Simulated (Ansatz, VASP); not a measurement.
Ca2Al2O: VASP beside Ansatz

```
Ca Al O
1.0
     3.46507    0.00000    0.00000
    -1.73253    3.00084    0.00000
     0.00000    0.00000    9.62814
Ca Al O
2 2 1
Direct
  0.33333 0.66667 0.35631
  0.66667 0.33333 0.64369
  0.33333 0.66667 0.90178
  0.66667 0.33333 0.09822
  0.00000 0.00000 0.50000
```

Change from the starting cell: species swapped into the Ce2SeO2 type (P-3m1, No. 164).

Alike in both runs: functional PBE; k mesh 12 × 12 × 4; occupations gaussian, width 0.1 eV; no spin polarisation.

Ansatz relaxed the structure, and its values are those at the end. VASP's run is a single point on that final structure, the one shown.

|  | VASP | Ansatz |
| --- | --- | --- |
| version | VASP 6.6.1 | Ansatz 0.2.0 |
| potentials or method | VASP PAW PBE potentials, release 64 (Ca_sv, Al, O), cutoff 520 eV | scalar-relativistic, plane waves, PAW |
| valence electrons in the cell | 32 | 32 |

|  | VASP | Ansatz | Ansatz less VASP |
| --- | --- | --- | --- |
| gap on the k mesh at the Fermi level (eV) | none | none | - |
| pressure (GPa) | 0.1 | 0.0 | -0.14 |
| rms of the force components (eV/Å) | 0.013 | 0.001 | -0.0120 |

A gap of «none» marks a metal or a gap that the smearing closes. The functional is the same, so the differences come from potentials, cutoffs and numerics.
